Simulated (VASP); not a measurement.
# TePb (Fm-3m) in VASP: notebook

The runs below take TePb through single point, relaxation of cell and atoms, with PBE.

All numbers are computed with VASP 6.6.1; they aren't measurements. Logs are shortened: lines on timing, memory, paths and dates and some standing lists are left out, and cuts for length are marked.

### 1 The cell of the first run

It takes space group Fm-3m (No. 225, cubic). Conventional cell: a = 5.908 Å, b = 5.908 Å, c = 5.908 Å, α = 90.00°, β = 90.00°, γ = 90.00°. Within 3.9 Å of Te (site symmetry m-3m) lie 6 Pb at 2.95 Å. Pb (site symmetry m-3m) has 6 Te at 2.95 Å within 3.9 Å.

### 2 Single point, PBE

Input file INCAR:

```
ALGO = Normal
EDIFF = 1E-6
ENCUT = 500
GGA = PE
GGA_COMPAT = F
ISIF = 2
ISMEAR = 0
LASPH = T
LCHARG = F
LREAL = F
LWAVE = F
NBANDS = 17
NELM = 120
PREC = Accurate
SIGMA = 0.01
```

Input file KPOINTS:

```
k-points
0
Gamma
  8 8 8
```

Input file POSCAR:

```
TePb
1.0
    0.0000000000      2.9540842338      2.9540842338
    2.9540842338      0.0000000000      2.9540842338
    2.9540842338      2.9540842338      0.0000000000
Te Pb
1 1
Direct
    0.5000000000      0.5000000000      0.5000000000
    0.0000000000      0.0000000000      0.0000000000
```

Potentials or basis: VASP PAW PBE potentials, release 64 (Te, Pb_d).

Command:

```bash
$ cat potpaw_PBE.64/Te/POTCAR potpaw_PBE.64/Pb_d/POTCAR > POTCAR
$ mpirun -np 1 vasp_std > vasp.out
```

OUTCAR:

```text
EDIFF = 1E-6
   ENCUT = 500
   GGA = PE
   ISIF = 2
   ISMEAR = 0
   LASPH = T
   LREAL = F
   NELM = 120
   PREC = Accurate

 ion  position               nearest neighbor table
   1  0.500  0.500  0.500-   2 2.95   2 2.95   2 2.95   2 2.95   2 2.95   2 2.95
   2  0.000  0.000  0.000-   1 2.95   1 2.95   1 2.95   1 2.95   1 2.95   1 2.95

  LATTYP: Found a face centered cubic cell.
 ALAT       =     5.9081684676

  Lattice vectors:

 A1 = (   0.0000000000,   2.9540842338,   2.9540842338)
 A2 = (   2.9540842338,   0.0000000000,   2.9540842338)
 A3 = (   2.9540842338,   2.9540842338,   0.0000000000)

Analysis of symmetry for initial positions (statically):
=====================================================================
 Subroutine PRICEL returns:
 Original cell was already a primitive cell.

 Routine SETGRP: Setting up the symmetry group for a
 face centered cubic supercell.

 Subroutine GETGRP returns: Found 48 space group operations
 (whereof 48 operations were pure point group operations)
 out of a pool of 48 trial point group operations.

The static configuration has the point symmetry O_h .

Analysis of symmetry for dynamics (positions and initial velocities):
=====================================================================
 Subroutine PRICEL returns:
 Original cell was already a primitive cell.

 Routine SETGRP: Setting up the symmetry group for a
 face centered cubic supercell.

 Subroutine GETGRP returns: Found 48 space group operations
 (whereof 48 operations were pure point group operations)
 out of a pool of 48 trial point group operations.

The dynamic configuration has the point symmetry O_h .

 Subroutine INISYM returns: Found 48 space group operations
 (whereof 48 operations are pure point group operations),
 and found     1 'primitive' translations

----------------------------------------------------------------------------------------

                                     Primitive cell

  volume of cell :      51.5583

  direct lattice vectors                    reciprocal lattice vectors
     0.000000000  2.954084234  2.954084234    -0.169257191  0.169257191  0.169257191
     2.954084234  0.000000000  2.954084234     0.169257191 -0.169257191  0.169257191
     2.954084234  2.954084234  0.000000000     0.169257191  0.169257191 -0.169257191

  length of vectors
     4.177705988  4.177705988  4.177705988     0.293162055  0.293162055  0.293162055

  position of ions in fractional coordinates (direct lattice)
     0.500000000  0.500000000  0.500000000
     0.000000000  0.000000000  0.000000000

  ion indices of the primitive-cell ions
   primitive index   ion index
                 1           1
                 2           2

----------------------------------------------------------------------------------------

 KPOINTS: k-points

Automatic generation of k-mesh.
 Grid dimensions read from file:
 generate k-points for:    8    8    8

 Generating k-lattice:

  Cartesian coordinates                     Fractional coordinates (reciprocal lattice)
    -0.021157149  0.021157149  0.021157149     0.125000000  0.000000000  0.000000000
     0.021157149 -0.021157149  0.021157149     0.000000000  0.125000000  0.000000000
     0.021157149  0.021157149 -0.021157149     0.000000000  0.000000000  0.125000000

  Length of vectors
     0.036645257  0.036645257  0.036645257

  Shift w.r.t. Gamma in fractional coordinates (k-lattice)
     0.000000000  0.000000000  0.000000000

 Subroutine IBZKPT returns following result:
 ===========================================

 Found     29 irreducible k-points:

 Following reciprocal coordinates:
            Coordinates               Weight
  0.000000  0.000000  0.000000      1.000000
  0.125000  0.000000  0.000000      8.000000
  0.250000  0.000000  0.000000      8.000000
  0.375000  0.000000  0.000000      8.000000
  0.500000  0.000000  0.000000      4.000000
  0.125000  0.125000  0.000000      6.000000
[... 16 lines left out ...]
  0.500000  0.250000  0.125000     48.000000
 -0.375000  0.250000  0.125000     24.000000
 [... further k-points ...]
   k-points           NKPTS =     29   k-points in BZ     NKDIM =     29   number of bands    NBANDS=     17
   number of dos      NEDOS =    301   number of ions     NIONS =      2
   total plane-waves  NPLWV =  27000
   dimension x,y,z NGX =    30 NGY =   30 NGZ =   30
   dimension x,y,z NGXF=    60 NGYF=   60 NGZF=   60
   ions per type =               1   1
   NGX,Y,Z   is equivalent  to a cutoff of  11.94, 11.94, 11.94 a.u.
   NGXF,Y,Z  is equivalent  to a cutoff of  23.88, 23.88, 23.88 a.u.
 SYSTEM =  unknown system
   PREC   = accura    normal or accurate (medium, high low for compatibility)
   ISTART =      0    job   : 0-new  1-cont  2-samecut
   ICHARG =      2    charge: 1-file 2-atom 10-const
   ISPIN  =      1    spin polarized calculation?
   LNONCOLLINEAR =      F non collinear calculations
   LSORBIT =      F    spin-orbit coupling
[... 25 lines left out ...]
  Fermi-wavevector in a.u.,A,eV,Ry     =   1.193948  2.256234 19.395255  1.425511
  Thomas-Fermi vector in A             =   2.329950
   LORBIT       =      0    0 simple, 1 ext, 2 COOP (PROOUT), +10 PAW based schemes
   GGA     = PE    functional components
   LHFCALC =     F    Hartree Fock is set to
   AEXX    =    0.0000 exact exchange contribution
   IVDW    =     0    specifies the selected vdW correction
   LEPSILON=     F    determine dielectric tensor
   LRPA    =     F    only Hartree local field effects (RPA)
 non-spin polarized calculation
 Gauss-broadening in eV      SIGMA  =   0.01
  energy-cutoff  :      500.00
  volume of cell :       51.56
 maximum number of plane-waves:      1363
   NGX = 15   NGY = 15   NGZ = 15

 number of electron      20.0000006 magnetization

 Free energy of the ion-electron system (eV)
  ---------------------------------------------------
  ext. energy  EPLUGINS =         0.00000000
  ---------------------------------------------------
  free energy    TOTEN  =        -6.38982252 eV

  energy without entropy =       -6.38982252  energy(sigma->0) =       -6.38982252

 E-fermi :   9.7735     XC(G=0): -10.5720

 val. band max:        9.7343187113   @ k =   0.5000   0.0000   0.0000
 cond. band min:       9.8131061823   @ k =   0.5000   0.0000   0.0000
 fundamental gap:      0.0787874710
 Fermi energy:         9.7735376423

 k-point     1 :       0.0000    0.0000    0.0000
  band No.  band energies     occupation
      1      -7.8365      2.00000
      2      -7.8365      2.00000
      3      -7.7987      2.00000
      4      -7.7987      2.00000
      5      -7.7987      2.00000
      6      -5.0594      2.00000
[... 9 lines left out ...]
     16      14.7072      0.00000
     17      15.7232      0.00000

 k-point     2 :       0.1250    0.0000    0.0000
  band No.  band energies     occupation
      1      -7.8434      2.00000
      2      -7.8434      2.00000
      3      -7.7987      2.00000
      4      -7.7926      2.00000
      5      -7.7926      2.00000
      6      -4.8699      2.00000
[... 9 lines left out ...]
     16      15.0818      0.00000
     17      17.3080      0.00000

 k-point     3 :       0.2500    0.0000    0.0000
  band No.  band energies     occupation
      1      -7.8626      2.00000
      2      -7.8626      2.00000
      3      -7.7996      2.00000
      4      -7.7754      2.00000
      5      -7.7754      2.00000
      6      -4.3123      2.00000
[... 9 lines left out ...]
     16      16.0155      0.00000
     17      20.0136      0.00000

 k-point     4 :       0.3750    0.0000    0.0000
  band No.  band energies     occupation
      1      -7.8827      2.00000
      2      -7.8827      2.00000
      3      -7.8015      2.00000
      4      -7.7571      2.00000
      5      -7.7571      2.00000
      6      -3.4556      2.00000
[... 9 lines left out ...]
     16      17.4263      0.00000
     17      21.6420      0.00000
[... 343 lines left out ...]
      1      -7.9226      2.00000
      2      -7.8438      2.00000
      3      -7.8050      2.00000
      4      -7.7638      2.00000
      5      -7.7622      2.00000
      6      -3.8000      2.00000
[... 9 lines left out ...]
     16      18.6370      0.00000
     17      18.7521      0.00000

 k-point    23 :       0.5000    0.2500    0.1250
  band No.  band energies     occupation
      1      -7.9444      2.00000
      2      -7.8605      2.00000
      3      -7.7960      2.00000
      4      -7.7626      2.00000
      5      -7.7477      2.00000
      6      -2.9692      2.00000
[... 9 lines left out ...]
     16      18.7227      0.00000
     17      20.2033      0.00000

 k-point    24 :      -0.3750    0.2500    0.1250
  band No.  band energies     occupation
      1      -7.9512      2.00000
      2      -7.8694      2.00000
      3      -7.7878      2.00000
      4      -7.7673      2.00000
      5      -7.7411      2.00000
      6      -2.3684      2.00000
[... 9 lines left out ...]
     16      19.5366      0.00000
     17      19.9065      0.00000

 [... further k-points ...]

------------------------ aborting loop because EDIFF is reached ----------------------------------------

  FORCE on cell =-STRESS in cart. coord.  units (eV):
  Direction    XX          YY          ZZ          XY          YZ          ZX
  --------------------------------------------------------------------------------------
  -------------------------------------------------------------------------------------
  Total        8.0321654      8.0321654      8.0321654      0.0000000     -0.0000000      0.0000000
  in kB      249.6000126    249.6000126    249.6000126      0.0000000     -0.0000000      0.0000000
  external PRESSURE =     249.6000126 kB  Pullay stress =       0.0000000 kB

 VOLUME and BASIS-vectors are now :
 -----------------------------------------------------------------------------
  energy-cutoff  :      500.00
  volume of cell :       51.56
      direct lattice vectors                 reciprocal lattice vectors
     0.000000000  2.954084234  2.954084234    -0.169257191  0.169257191  0.169257191
     2.954084234  0.000000000  2.954084234     0.169257191 -0.169257191  0.169257191
     2.954084234  2.954084234  0.000000000     0.169257191  0.169257191 -0.169257191

 POSITION                                       TOTAL-FORCE (eV/Angst)
 -----------------------------------------------------------------------------------
      2.95408      2.95408      2.95408        -0.000000      0.000000      0.000000
      0.00000      0.00000      0.00000         0.000000     -0.000000     -0.000000
 -----------------------------------------------------------------------------------
    total drift:                               -0.000000      0.000000      0.000000

  FREE ENERGIE OF THE ION-ELECTRON SYSTEM (eV)
  ---------------------------------------------------
  free  energy   TOTEN  =        -6.3898225192 eV

  energy  without entropy=       -6.3898225192  energy(sigma->0) =       -6.38982252
```

Run time: 22 s. Hardware: 1 thread of AMD EPYC 7R43 (Zen 3), shared host; peak memory 0.14 GiB.

Results:

- Free energy: -6.3898 eV
- Pressure: 25.0 GPa
- Band gap on the k mesh: 0.08 eV

Levels at points of the mesh, in eV from the valence-band top:
```tsv
k point	band 7	band 8	band 9	band 10	band 11	band 12	band 13	band 14
(0.00, 0.00, 0.00)	-4.84	-2.62	-2.62	-2.62	4.16	4.16	4.16	4.97
(0.50, 0.00, 0.00)	-10.56	-1.89	-1.89	0.00	0.08	0.32	0.32	8.62
(0.50, 0.50, 0.00)	-7.95	-7.05	-4.70	-4.70	1.85	6.38	6.38	8.21
```

Caveat: the cell stands under pressure; spin-orbit coupling is left out, which moves the levels of the heavy elements. A k mesh can miss the band edges.

### 3 Single point, PBE

Input file INCAR:

```
SYSTEM = TePb
ALGO = Normal
EDIFF = 1E-6
ENCUT = 500
GGA = PE
GGA_COMPAT = .False.
ISIF = 2
ISMEAR = 0
LASPH = .True.
LCHARG = .False.
LREAL = .False.
LWAVE = .False.
NBANDS = 17
NELM = 120
PREC = Accurate
SIGMA = 0.01
```

Input file KPOINTS:

```
k-points
0
Gamma
  10 10 10
  0 0 0
```

Input file POSCAR:

```
TePb
1.0
    0.0000000000      2.9542406254      2.9542406254
    2.9542406254      0.0000000000      2.9542406254
    2.9542406254      2.9542406254      0.0000000000
Te Pb
1 1
Direct
    0.5000000000      0.5000000000      0.5000000000
    0.0000000000      0.0000000000      0.0000000000
```

Potentials or basis: VASP PAW PBE potentials, release 64 (Te, Pb_d).

Command:

```bash
$ cat potpaw_PBE.64/Te/POTCAR potpaw_PBE.64/Pb_d/POTCAR > POTCAR
$ mpirun -np 1 vasp_std > vasp.out
```

Run time: 32 s. Hardware: 1 thread of AMD EPYC 7R43 (Zen 3), shared host; peak memory 0.16 GiB.

It converged, with:

```yaml
Free_energy: -6.3940 eV
Pressure: 25.0 GPa
Band_gap_on_the_k_mesh: 0.08 eV
```

Levels at points of the mesh, in eV from the valence-band top:
```csv
k point,band 6,band 7,band 8,band 9,band 10,band 11,band 12,band 13,band 14,band 15
"(0.00, 0.00, 0.00)",-14.79,-4.84,-2.62,-2.62,-2.62,4.16,4.16,4.16,4.97,4.97
"(0.50, 0.00, 0.00)",-12.53,-10.56,-1.89,-1.89,0.00,0.08,0.32,0.32,8.62,8.94
"(0.50, 0.50, 0.00)",-11.85,-7.95,-7.05,-4.70,-4.70,1.85,6.38,6.38,8.21,10.68
```

Caveat: the cell stands under pressure; spin-orbit coupling is left out, which moves the levels of the heavy elements. A k mesh can miss the band edges.

### 4 Relaxation of cell and atoms, PBE, target pressure 25 GPa, at which the enthalpy is minimised

This run uses another cell than the first one, of 35.44 Å³/atom.

Input file INCAR:

```
ALGO = Normal ; EDIFF = 1E-7
EDIFFG = -0.001 ; ENCUT = 500
GGA = PE ; GGA_COMPAT = False
IBRION = 2 ; ISIF = 3
ISMEAR = 0 ; LASPH = True
LCHARG = False ; LREAL = False
LWAVE = False ; NELM = 120
NELMIN = 4 ; NSW = 80
PREC = Accurate ; PSTRESS = 250.0
SIGMA = 0.01
```

Input file KPOINTS:

```
k-points
0
Gamma
  8 8 8
```

Input file POSCAR:

```
TePb
1.0
    0.0000000000      3.2847549339      3.2847549339
    3.2847549339      0.0000000000      3.2847549339
    3.2847549339      3.2847549339      0.0000000000
Te Pb
1 1
Direct
    0.5000000000      0.5000000000      0.5000000000
    0.0000000000      0.0000000000      0.0000000000
```

Command:

```bash
$ cat potpaw_PBE.64/Te/POTCAR potpaw_PBE.64/Pb_d/POTCAR > POTCAR
$ mpirun -np 1 vasp_std > vasp.out
```

It took 3.6 min on 1 thread of AMD EPYC 7R43 (Zen 3), shared host; peak memory 0.2 GiB.

Results (log left out):

* Free energy: -6.3936 eV
* Relaxed volume: 25.78 Å³/atom
* Relaxed cell: a = 4.178 Å, b = 4.178 Å, c = 4.178 Å, α = 60.00°, β = 60.00°, γ = 60.00°
* Space group after relaxing (to 0.1 Å): Fm-3m (No. 225)
* Energy change on relaxing (the run minimises the enthalpy): +564.7 meV/atom
* Ionic steps: 8
* Pressure after relaxing: 25.0 GPa
* Band gap on the k mesh: 0.08 eV

The path:
```
step  energy change (eV)  largest force (eV/Å)  pressure (GPa)  volume (Å³)
   1              0.0000                0.0000           -0.03        70.88
   2             16.6850                0.0000          297.30        27.90
   3              0.7458                0.0000           18.56        54.39
   4              0.9241                0.0000           21.67        52.97
   5              1.1248                0.0000           24.92        51.59
   6              1.1795                0.0000           25.84        51.24
   7              1.0438                0.0000           23.55        52.12
   8              1.1295                0.0000           25.00        51.56
```

Final structure:
```
Te Pb
1.0
     0.00000    2.95407    2.95407
     2.95407    0.00000    2.95407
     2.95407    2.95407    0.00000
Te Pb
1 1
Direct
  0.50000 0.50000 0.50000
  0.00000 0.00000 0.00000
```

Levels at points of the mesh, in eV from the valence-band top:
```csv
k point,band 7,band 8,band 9,band 10,band 11,band 12,band 13,band 14
"(0.00, 0.00, 0.00)",-4.84,-2.62,-2.62,-2.62,4.16,4.16,4.16,4.97
"(0.50, 0.00, 0.00)",-10.56,-1.89,-1.89,0.00,0.08,0.32,0.32,8.94
"(0.50, 0.50, 0.00)",-7.95,-7.05,-4.70,-4.70,1.85,6.38,6.38,8.21
```

Caveat: the cell is relaxed towards a set pressure, so the run minimises the enthalpy, not the energy; the volume moved by over 15 % at a fixed basis, so the end points are rough; spin-orbit coupling is left out, which moves the levels of the heavy elements. A k mesh can miss the band edges.

### 5 Relaxation of cell and atoms, PBE, target pressure 25 GPa, at which the enthalpy is minimised

Input file INCAR:

```
ALGO = Normal
EDIFF = 1E-7
EDIFFG = -0.001
ENCUT = 500
GGA = PE
GGA_COMPAT = F
IBRION = 2
ISIF = 3
ISMEAR = 0
LASPH = T
LCHARG = F
LREAL = F
LWAVE = F
NELM = 120
NELMIN = 4
NSW = 80
PREC = Accurate
PSTRESS = 250.0
SIGMA = 0.01
```

Input file KPOINTS:

```
k-points
0
Gamma
  10 10 10
```

Input file POSCAR:

```
TePb
1.0
    0.0000000000      2.9540842338      2.9540842338
    2.9540842338      0.0000000000      2.9540842338
    2.9540842338      2.9540842338      0.0000000000
Te Pb
1 1
Direct
    0.5000000000      0.5000000000      0.5000000000
    0.0000000000      0.0000000000      0.0000000000
```

Command:

```bash
$ cat potpaw_PBE.64/Te/POTCAR potpaw_PBE.64/Pb_d/POTCAR > POTCAR
$ mpirun -np 1 vasp_std > vasp.out
```

Run time: 71 s. Hardware: 1 thread of AMD EPYC 7R43 (Zen 3), shared host; peak memory 0.16 GiB.

The run converged. Its results:

```yaml
Free_energy: -6.3919 eV
Relaxed_volume: 25.78 Å³/atom
Relaxed_cell: a = 4.178 Å, b = 4.178 Å, c = 4.178 Å, α = 60.00°, β = 60.00°, γ = 60.00°
Space_group_after_relaxing_to_0.1_Å: Fm-3m (No. 225)
Energy_change_on_relaxing_the_run_minimises_the_enthalpy: +0.4 meV/atom
Ionic_steps: 4
Pressure_after_relaxing: 25.0 GPa
Band_gap_on_the_k_mesh: 0.08 eV
```

Step by step:
| step | energy change (eV) | largest force (eV/Å) | pressure (GPa) | volume (Å³) |
| --- | --- | --- | --- | --- |
| 1 | 0.0000 | 0.0000 | 24.99 | 51.56 |
| 2 | 0.0027 | 0.0000 | 25.03 | 51.54 |
| 3 | 0.0013 | 0.0000 | 25.01 | 51.55 |
| 4 | 0.0008 | 0.0000 | 25.00 | 51.55 |

Final structure:
```
Te Pb
1.0
     0.00000    2.95398    2.95398
     2.95398    0.00000    2.95398
     2.95398    2.95398    0.00000
Te Pb
1 1
Direct
  0.50000 0.50000 0.50000
  0.00000 0.00000 0.00000
```

Levels at points of the mesh, in eV from the valence-band top:
| k point | band 8 | band 9 | band 10 | band 11 | band 12 | band 13 |
| --- | --- | --- | --- | --- | --- | --- |
| (0.00, 0.00, 0.00) | -2.62 | -2.62 | -2.62 | 4.16 | 4.16 | 4.16 |
| (0.50, 0.00, 0.00) | -1.89 | -1.89 | 0.00 | 0.08 | 0.32 | 0.32 |
| (0.50, 0.50, 0.00) | -7.05 | -4.70 | -4.70 | 1.85 | 6.38 | 6.38 |

Caveat: the cell is relaxed towards a set pressure, so the run minimises the enthalpy, not the energy; spin-orbit coupling is left out, which moves the levels of the heavy elements. A k mesh can miss the band edges.

### 6 Overview

```tsv
task	cell	k mesh	gap on the mesh (eV)	pressure (GPa)
single point	a = 4.178 Å, angles 60.0°, 2 atoms	8 × 8 × 8	0.08	25.0
single point	a = 4.178 Å, angles 60.0°, 2 atoms	10 × 10 × 10	0.08	25.0
relaxation of cell and atoms	relaxed to 25 GPa from a = 4.645 Å, angles 60.0°, 2 atoms	8 × 8 × 8	0.08	25.0
relaxation of cell and atoms	relaxed to 25 GPa from a = 4.178 Å, angles 60.0°, 2 atoms	10 × 10 × 10	0.08	25.0
```

Alike in all rows: level PBE; potentials or basis VASP PAW PBE potentials, release 64 (Te, Pb_d); no spin polarisation; cutoff (eV) 500; smearing gaussian 0.01 eV.

Caveats: spin-orbit coupling is left out, which moves the levels of the heavy elements; the cell stands under pressure (at least some runs); the cell is relaxed towards a set pressure, so the run minimises the enthalpy, not the energy (at least some runs); the volume moved by over 15 % at a fixed basis, so the end points are rough (at least some runs).

Total energies depend on the potentials used, so only differences within one code and one set of settings carry meaning.
